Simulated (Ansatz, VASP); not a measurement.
# One calculation of Ti, two programs

```
Ti
1.0
    -1.68537    1.68537    1.52486
     1.68537   -1.68537    1.52486
     1.68537    1.68537   -1.52486
Ti
1
Direct
  0.00000 0.00000 0.00000
```

Change from the starting cell: strain +0.050 along x and y, -0.050 along z, atoms carried along.

Alike in both runs: task single point; functional PBEsol; k mesh 26 × 26 × 26; occupations gaussian, width 0.15 eV; no spin polarisation.

|  | VASP | Ansatz |
| --- | --- | --- |
| version | VASP 6.6.1 | Ansatz 0.2.0 |
| potentials or method | VASP PAW PBE potentials, release 64 (Ti_sv), cutoff 520 eV | scalar-relativistic, plane waves, PAW |
| valence electrons in the cell | 12 | 12 |

VASP gave:

```
gap on the k mesh at the Fermi level (eV)                     : none
pressure (GPa)                                                : -5.0
traceless stress, the component that is largest in VASP (GPa) : -1.42
```

**Question.** Which values does Ansatz return?

**Answer.** gap on the k mesh at the Fermi level (eV): none; pressure (GPa): -4.7; traceless stress, the component that is largest in VASP (GPa): -1.40.

VASP's potentials were made for PBE, not for PBEsol. A gap of «none» marks a metal or a gap that the smearing closes.
